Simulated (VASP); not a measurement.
**Cd: single point with LDA**

Crystal: Cd.

```
Cd
1.0
     2.88186    0.00000    0.00000
    -1.44093    2.49577    0.00000
     0.00000    0.00000    5.63837
Cd
2
Direct
  0.33333 0.66667 0.25000
  0.66667 0.33333 0.75000
```

```json
{
  "Program": "VASP 6.6.1",
  "Task": "single point",
  "Functional": "LDA",
  "Potentials or basis": "VASP PAW LDA potentials, release 64 (Cd_sv_GW)",
  "Cutoff": "630 eV",
  "k mesh": "21 × 21 × 9",
  "Occupations": "fermi-dirac, width 0.1 eV",
  "Spin": "no spin polarisation",
  "Dipole correction": "no",
  "Further INCAR settings": "ALGO = Normal; EDIFF = 1e-06; NBANDS = 27"
}
```

```json
{
  "Pressure": "0.0 GPa",
  "Band gap on the k mesh": "zero (bands 20 and 21 overlap by 5.02 eV)"
}
```

Stress tensor (GPa, compression positive):
```
 0.59  0.00  0.00
 0.00  0.59  0.00
 0.00  0.00 -1.18
```

Levels at points of the mesh, in eV from the Fermi level:
| k point | band 16 | band 17 | band 18 | band 19 | band 20 | band 21 | band 22 | band 23 | band 24 | band 25 |
| --- | --- | --- | --- | --- | --- | --- | --- | --- | --- | --- |
| (0.00, 0.00, 0.00) | -8.67 | -8.67 | -8.43 | -8.43 | -3.41 | -3.37 | 9.72 | 14.28 | 14.72 | 15.40 |

It took 3.5 min on 1 thread of AMD EPYC 7R13 Processor (Zen 3), with other jobs on the host, peak memory 0.38 GiB.
